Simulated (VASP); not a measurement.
Here is a VASP 6.6.1 calculation.

Contents of INCAR:

```
SYSTEM = Au
PREC     = Accurate       ! precision mode
ENCUT    = 520            ! plane-wave cutoff, eV
EDIFF    = 1E-6           ! SCF threshold, eV
ISMEAR   = 0              ! smearing method
SIGMA    = 0.1            ! smearing width, eV
LREAL    = .False.        ! projectors in reciprocal space
LASPH    = .True.         ! aspherical terms in the spheres
NELM     = 80             ! most SCF steps
ALGO     = Fast           ! electronic algorithm
ISIF     = 2              ! what is computed and relaxed
LWAVE    = .False.        ! write WAVECAR
LCHARG   = .True.         ! write CHGCAR
GGA      = PS             ! functional
LELF     = .True.         ! ELF
LVHAR    = .True.       
NBANDS   = 18             ! bands
```

File KPOINTS:

```
Automatic mesh
0
Gamma
  18 18 14
  0 0 0
```

POSCAR

```
Au
1.0
    2.0827175339      2.0827175339      0.0000000000
   -2.0827175339      2.0827175339      0.0000000000
    0.0000000000      0.0000000000      3.9419094081
Au
2
Direct
    0.0000000000      0.0000000000      0.0000000000
    0.5000000000      0.5000000000      0.5000000000
```

Potentials or basis: VASP PAW PBE potentials, release 64 (Au).

Run with:

```bash
$ cat potpaw_PBE.64/Au/POTCAR > POTCAR
$ mpirun -np 1 vasp_std > vasp.out
```

Problem. Predict the pressure.

Solution. -1.0 GPa.

Problem. What does it give for the band gap on the k mesh?

Solution. Zero (band 11 reaches 13.60 eV, above the bottom of band 12 at 6.48 eV).

Stress tensor (GPa, compression positive):
```
-1.36  0.00  0.00
 0.00 -1.36  0.00
 0.00  0.00 -0.21
```

Caveat: the cell differs from its parent crystal (biaxial strain in the a-b plane: +2.0 %, then relaxed in part); the PAW data sets were made with another functional, which shifts forces and pressure a little; spin-orbit coupling is left out, which moves the levels of the heavy elements.
